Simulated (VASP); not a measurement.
BN, 4 atoms in the cell. The structure is hexagonal, space group P6_3mc (No. 186). The conventional cell has a = 2.502 Å, b = 2.502 Å, c = 4.210 Å, α = 90.00°, β = 90.00°, γ = 120.00°. B (site symmetry 3m) has 4 N at 1.54 to 1.57 Å within 2.1 Å. N (site symmetry 3m) has 4 B at 1.54 to 1.57 Å within 2.1 Å.  This cell differs from its parent crystal: strained cell.

- Program: VASP 6.6.1
- Task: single point
- Functional: PBEsol
- Potentials or basis: VASP PAW PBE potentials, release 64 (B_h, N_h)
- Cutoff: 1330 eV
- k mesh: 9 × 9 × 6
- Occupations: gaussian, width 0.02 eV
- Spin: no spin polarisation
- Dipole correction: no
- Further INCAR settings: ALGO = Normal; EDIFF = 1e-06; NBANDS = 16

Potentials or basis: VASP PAW PBE potentials, release 64 (B_h, N_h).

Run with:

```console
$ cat potpaw_PBE.64/B_h/POTCAR potpaw_PBE.64/N_h/POTCAR > POTCAR
$ mpirun -np 1 vasp_std > vasp.out
```

Hardware: 1 thread of Intel(R) Xeon(R) Platinum 8259CL CPU @ 2.50GHz (Skylake/Cascade Lake), with other jobs on the host.

Problem. How long does it take, and how much memory?

Solution. It took 59 s on 1 thread of Intel(R) Xeon(R) Platinum 8259CL CPU @ 2.50GHz (Skylake/Cascade Lake), on a shared host, peak memory 0.22 GiB. Counts: scf iterations 12, k points 48.
